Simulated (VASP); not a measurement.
# C (P4_322) in VASP: notebook

Runs on C. Level: PBE. Tasks: single point, relaxation of cell and atoms.

Everything below comes from runs of VASP 6.6.1. Logs are shortened: lines on timing, memory, paths and dates and some standing lists are left out, and cuts for length are marked.

## Step 1: The cell of the first run

The structure is tetragonal, space group P4_322 (No. 95). Conventional cell: a = 3.106 Å, b = 3.106 Å, c = 2.452 Å, α = 90.00°, β = 90.00°, γ = 90.00°. C (site symmetry 2) has 4 C at 1.52 to 1.67 Å within 2.0 Å.

## Step 2: Single point, PBE

The input, INCAR:

```
SYSTEM = C
ALGO = Normal
EDIFF = 1E-6
ENCUT = 520
GGA = PE
ISIF = 2
ISMEAR = 0
LASPH = .True.
LCHARG = .True.
LELF = .True.
LREAL = .False.
LVHAR = .True.
LWAVE = .False.
NBANDS = 16
NELM = 60
PREC = Accurate
SIGMA = 0.02
```

The input, KPOINTS:

```
k-points
0
Gamma
  10 10 12
  0 0 0
```

The input, POSCAR:

```
C
1.0
    3.1062722877      0.0000000000      0.0000000000
    0.0000000000      3.1062722877      0.0000000000
    0.0000000000      0.0000000000      2.4517093916
C
4
Direct
    0.6457219579      0.0000000000      0.2500000000
    0.3542780421      0.0000000000      0.7500000000
    0.0000000000      0.6457219579      0.0000000000
    0.0000000000      0.3542780421      0.5000000000
```

Potentials or basis: VASP PAW PBE potentials, release 64 (C).

The run is started by

```
$ cat potpaw_PBE.64/C/POTCAR > POTCAR
$ mpirun -np 1 vasp_std > vasp.out
```

OUTCAR:

```text
SYSTEM = C
   EDIFF = 1E-6
   ENCUT = 520
   GGA = PE
   ISIF = 2
   ISMEAR = 0
   LASPH = .True.
   LREAL = .False.
   NELM = 60
   PREC = Accurate

 ion  position               nearest neighbor table
   1  0.646  0.000  0.250-   2 1.52   2 1.52   4 1.67   3 1.67
   2  0.354  0.000  0.750-   1 1.52   1 1.52   4 1.67   3 1.67
   3  0.000  0.646  0.000-   4 1.52   4 1.52   1 1.67   2 1.67
   4  0.000  0.354  0.500-   3 1.52   3 1.52   1 1.67   2 1.67

  LATTYP: Found a simple tetragonal cell.
 ALAT       =     3.1062722877
 C/A-ratio  =     0.7892770384

  Lattice vectors:

 A1 = (   3.1062722877,   0.0000000000,   0.0000000000)
 A2 = (   0.0000000000,   3.1062722877,   0.0000000000)
 A3 = (   0.0000000000,   0.0000000000,   2.4517093916)

Analysis of symmetry for initial positions (statically):
=====================================================================
 Subroutine PRICEL returns:
 Original cell was already a primitive cell.

 Routine SETGRP: Setting up the symmetry group for a
 simple tetragonal supercell.

 Subroutine GETGRP returns: Found  8 space group operations
 (whereof  2 operations were pure point group operations)
 out of a pool of 16 trial point group operations.

The static configuration has the point symmetry C_2 .
 The point group associated with its full space group is D_4 .

Analysis of symmetry for dynamics (positions and initial velocities):
=====================================================================
 Subroutine PRICEL returns:
 Original cell was already a primitive cell.

 Routine SETGRP: Setting up the symmetry group for a
 simple tetragonal supercell.

 Subroutine GETGRP returns: Found  8 space group operations
 (whereof  2 operations were pure point group operations)
 out of a pool of 16 trial point group operations.

The dynamic configuration has the point symmetry C_2 .
 The point group associated with its full space group is D_4 .

 Subroutine INISYM returns: Found  8 space group operations
 (whereof  2 operations are pure point group operations),
 and found     1 'primitive' translations

----------------------------------------------------------------------------------------

                                     Primitive cell

  volume of cell :      23.6564

  direct lattice vectors                    reciprocal lattice vectors
     3.106272288  0.000000000  0.000000000     0.321929280  0.000000000  0.000000000
     0.000000000  3.106272288  0.000000000     0.000000000  0.321929280  0.000000000
     0.000000000  0.000000000  2.451709392     0.000000000  0.000000000  0.407878684

  length of vectors
     3.106272288  3.106272288  2.451709392     0.321929280  0.321929280  0.407878684

  position of ions in fractional coordinates (direct lattice)
     0.645721958  0.000000000  0.250000000
     0.354278042  0.000000000  0.750000000
     0.000000000  0.645721958  0.000000000
     0.000000000  0.354278042  0.500000000

  ion indices of the primitive-cell ions
   primitive index   ion index
                 1           1
                 2           2
                 3           3
                 4           4

----------------------------------------------------------------------------------------

 KPOINTS: k-points

Automatic generation of k-mesh.
 Grid dimensions read from file:
 generate k-points for:   10   10   12

 Generating k-lattice:

  Cartesian coordinates                     Fractional coordinates (reciprocal lattice)
     0.032192928  0.000000000  0.000000000     0.100000000  0.000000000  0.000000000
     0.000000000  0.032192928  0.000000000     0.000000000  0.100000000  0.000000000
     0.000000000  0.000000000  0.033989890     0.000000000  0.000000000  0.083333333

  Length of vectors
     0.032192928  0.032192928  0.033989890

  Shift w.r.t. Gamma in fractional coordinates (k-lattice)
     0.000000000  0.000000000  0.000000000

 Subroutine IBZKPT returns following result:
 ===========================================

 Found    147 irreducible k-points:

 Following reciprocal coordinates:
            Coordinates               Weight
  0.000000  0.000000  0.000000      1.000000
  0.100000  0.000000  0.000000      4.000000
  0.200000  0.000000  0.000000      4.000000
  0.300000  0.000000  0.000000      4.000000
  0.400000  0.000000  0.000000      4.000000
  0.500000  0.000000  0.000000      2.000000
[... 16 lines left out ...]
  0.100000  0.000000  0.083333      8.000000
  0.200000  0.000000  0.083333      8.000000
 [... further k-points ...]
   k-points           NKPTS =    147   k-points in BZ     NKDIM =    147   number of bands    NBANDS=     16
   number of dos      NEDOS =    301   number of ions     NIONS =      4
   total plane-waves  NPLWV =  10368
   dimension x,y,z NGX =    24 NGY =   24 NGZ =   18
   dimension x,y,z NGXF=    48 NGYF=   48 NGZF=   36
   ions per type =               4
   NGX,Y,Z   is equivalent  to a cutoff of  12.84, 12.84, 12.21 a.u.
   NGXF,Y,Z  is equivalent  to a cutoff of  25.69, 25.69, 24.41 a.u.
 SYSTEM =  C
   PREC   = accura    normal or accurate (medium, high low for compatibility)
   ISTART =      0    job   : 0-new  1-cont  2-samecut
   ICHARG =      2    charge: 1-file 2-atom 10-const
   ISPIN  =      1    spin polarized calculation?
   LNONCOLLINEAR =      F non collinear calculations
   LSORBIT =      F    spin-orbit coupling
   LASPH  =      T    aspherical Exc in radial PAW
   ENCUT  =  520.0 eV  38.22 Ry    6.18 a.u.   5.78  5.78  4.56*2*pi/ulx,y,z
   NELM   =     60;   NELMIN=  2; NELMDL= -5     # of ELM steps
   EDIFF  = 0.1E-05   stopping-criterion for ELM
   LREAL  =      F    real-space projection
   EDIFFG = 0.1E-04   stopping-criterion for IOM
   NSW    =      0    number of steps for IOM
   IBRION =     -1    ionic relax: 0-MD 1-quasi-New 2-CG
   NFREE  =      0    steps in history (QN), initial steepest desc. (CG)
   ISIF   =      2    stress and relaxation
   ISYM   =      2    0-nonsym 1-usesym 2-fastsym
   POTIM  = 0.5000    time-step for ionic-motion
   TEBEG  =    0.0;   TEEND  =   0.0 temperature during run
   PSTRESS=    0.0 pullay stress
   NELECT =      16.0000    total number of electrons
   NUPDOWN=      -1.0000    fix difference up-down
   EMIN   =  10.00;   EMAX   =-10.00  energy-range for DOS
   EFERMI =   0.00;   METHOD = LEGACY
   ISMEAR =     0;   SIGMA  =   0.02  broadening in eV -4-tet -1-fermi 0-gaus
   EFERMI_NEDOS =   21; number of points for ismear=-14 and -15
   IALGO  =     38    algorithm
   IMIX   =      4    mixing-type and parameters
     AMIX     =   0.40;   BMIX     =  1.00
     AMIX_MAG =   1.60;   BMIX_MAG =  1.00
  volume/ion in A,a.u.               =       5.91        39.91
  Fermi-wavevector in a.u.,A,eV,Ry     =   1.437029  2.715591 28.096736  2.065052
  Thomas-Fermi vector in A             =   2.556152
   LORBIT       =      0    0 simple, 1 ext, 2 COOP (PROOUT), +10 PAW based schemes
   GGA     = PE    functional components
   LHFCALC =     F    Hartree Fock is set to
   AEXX    =    0.0000 exact exchange contribution
   IVDW    =     0    specifies the selected vdW correction
   LEPSILON=     F    determine dielectric tensor
   LRPA    =     F    only Hartree local field effects (RPA)
 non-spin polarized calculation
 Gauss-broadening in eV      SIGMA  =   0.02
  energy-cutoff  :      520.00
  volume of cell :       23.66
 maximum number of plane-waves:       652
 NGX is ok and might be reduce to    24
   NGX = 11   NGY = 11   NGZ =  9

 number of electron      16.0000000 magnetization

 Free energy of the ion-electron system (eV)
  ---------------------------------------------------
  ext. energy  EPLUGINS =         0.00000000
  ---------------------------------------------------
  free energy    TOTEN  =       -31.99104770 eV

  energy without entropy =      -31.99104770  energy(sigma->0) =      -31.99104770

 E-fermi :  10.3923     XC(G=0): -13.1389

 val. band max:       10.2160383287   @ k =   0.5000   0.5000   0.1667
 cond. band min:      11.2673794494   @ k =   0.0000   0.0000   0.4167
 fundamental gap:      1.0513411207
 Fermi energy:        10.3922991109

 k-point     1 :       0.0000    0.0000    0.0000
  band No.  band energies     occupation
      1     -11.9705      2.00000
      2      -2.7408      2.00000
      3       0.0628      2.00000
      4       0.0628      2.00000
      5       3.3708      2.00000
      6       5.7324      2.00000
[... 8 lines left out ...]
     15      20.8157      0.00000
     16      22.6633      0.00000

 k-point     2 :       0.1000    0.0000    0.0000
  band No.  band energies     occupation
      1     -11.8522      2.00000
      2      -3.3726      2.00000
      3       0.1858      2.00000
      4       0.2501      2.00000
      5       3.7090      2.00000
      6       5.7930      2.00000
[... 8 lines left out ...]
     15      20.8316      0.00000
     16      22.5787      0.00000

 k-point     3 :       0.2000    0.0000    0.0000
  band No.  band energies     occupation
      1     -11.5001      2.00000
      2      -4.6999      2.00000
      3       0.5531      2.00000
      4       0.5631      2.00000
      5       4.2810      2.00000
      6       5.9527      2.00000
[... 8 lines left out ...]
     15      20.8693      0.00000
     16      22.3402      0.00000

 k-point     4 :       0.3000    0.0000    0.0000
  band No.  band energies     occupation
      1     -10.9269      2.00000
      2      -6.1517      2.00000
      3       0.8688      2.00000
      4       1.1581      2.00000
      5       4.6183      2.00000
      6       5.7977      2.00000
[... 8 lines left out ...]
     15      21.7900      0.00000
     16      22.5006      0.00000
[... 324 lines left out ...]
 k-point    22 :       0.0000    0.0000    0.0833
  band No.  band energies     occupation
      1     -11.8335      2.00000
      2      -2.6354      2.00000
      3      -0.0153      2.00000
      4       0.2542      2.00000
      5       3.4728      2.00000
      6       4.0230      2.00000
[... 8 lines left out ...]
     15      20.4832      0.00000
     16      23.7223      0.00000

 k-point    23 :       0.1000    0.0000    0.0833
  band No.  band energies     occupation
      1     -11.7154      2.00000
      2      -3.2623      2.00000
      3       0.1598      2.00000
      4       0.3972      2.00000
      5       3.5205      2.00000
      6       4.4559      2.00000
[... 8 lines left out ...]
     15      20.4584      0.00000
     16      23.6319      0.00000

 k-point    24 :       0.2000    0.0000    0.0833
  band No.  band energies     occupation
      1     -11.3637      2.00000
      2      -4.5807      2.00000
      3       0.5490      2.00000
      4       0.6976      2.00000
      5       3.6919      2.00000
      6       5.2584      2.00000
[... 8 lines left out ...]
     15      21.1231      0.00000
     16      23.3784      0.00000

 [... further k-points ...]
[... 5 lines left out ...]
  --------------------------------------------------------------------------------------
  -------------------------------------------------------------------------------------
  Total        0.0537459      0.0537459      0.1349321      0.0000000      0.0000000      0.0000000
  in kB        3.6400553      3.6400553      9.1385640      0.0000000      0.0000000      0.0000000
  external PRESSURE =       5.4728915 kB  Pullay stress =       0.0000000 kB

 VOLUME and BASIS-vectors are now :
 -----------------------------------------------------------------------------
  energy-cutoff  :      520.00
  volume of cell :       23.66
      direct lattice vectors                 reciprocal lattice vectors
     3.106272288  0.000000000  0.000000000     0.321929280  0.000000000  0.000000000
     0.000000000  3.106272288  0.000000000     0.000000000  0.321929280  0.000000000
     0.000000000  0.000000000  2.451709392     0.000000000  0.000000000  0.407878684

 POSITION                                       TOTAL-FORCE (eV/Angst)
 -----------------------------------------------------------------------------------
      2.00579      0.00000      0.61293         0.028528      0.000000     -0.000000
      1.10048      0.00000      1.83878        -0.028528      0.000000      0.000000
      0.00000      2.00579      0.00000         0.000000      0.028528      0.000000
      0.00000      1.10048      1.22585         0.000000     -0.028528      0.000000
 -----------------------------------------------------------------------------------
    total drift:                                0.000000     -0.000000     -0.000000

  FREE ENERGIE OF THE ION-ELECTRON SYSTEM (eV)
  ---------------------------------------------------
  free  energy   TOTEN  =       -31.9910476996 eV

  energy  without entropy=      -31.9910476996  energy(sigma->0) =      -31.99104770
```

It took 19 s on 1 thread of Intel Xeon Platinum 8488C (Sapphire Rapids), shared host; peak memory 0.14 GiB.

What came out:

```
Free energy            : -31.9910 eV
Pressure               : 0.5 GPa
Largest force          : 0.029 eV/Å
Band gap on the k mesh : 1.05 eV, indirect (least direct gap 3.82 eV)
```

Forces on the atoms (eV/Å):
```
C    0.029  0.000  0.000
C   -0.029  0.000  0.000
C    0.000  0.029  0.000
C    0.000 -0.029  0.000
```

A k mesh can miss the band edges.

[end of part 1 of 2]
